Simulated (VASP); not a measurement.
Runs of VASP 6.6.1 on Cs2AgBiBr6. The structure is that of space group Fm-3m (No. 225), or close to it. The cells are those of the table. 

```csv
cell,gap on the mesh (eV),pressure (GPa),largest force (eV/Å)
"a = 7.749 Å, angles 60.0°, 10 atoms",0.99,2.0,0.01
"a = 7.581 Å, angles 60.0°, 10 atoms",(c),4.9,0.01
"a = 7.666 Å, angles 60.0°, 10 atoms",(d),3.3,0.01
"a = 8.066 Å, angles 60.0°, 10 atoms",(b),-1.3,-
"a = 7.911 Å, angles 60.0°, 10 atoms",1.10,0.0,0.01
"a = 7.831 Å, angles 60.0°, 10 atoms",(a),0.9,0.01
```

Alike in all rows: task single point; level PBEsol; potentials or basis VASP PAW PBE potentials, release 64 (Cs_sv, Ag, Bi_d, Br); no spin polarisation; k mesh 4 × 4 × 4; cutoff (eV) 520; smearing gaussian 0.02 eV.

Fill in the values left out.

(a) 1.04; (b) 1.20; (c) 0.86; (d) 0.93.

Caveats: the PAW data sets were made with another functional, which shifts forces and pressure a little; spin-orbit coupling is left out, which moves the levels of the heavy elements.

A k mesh can miss the band edges, and the runs leave out spin-orbit coupling on Ag, Bi, Br, Cs.
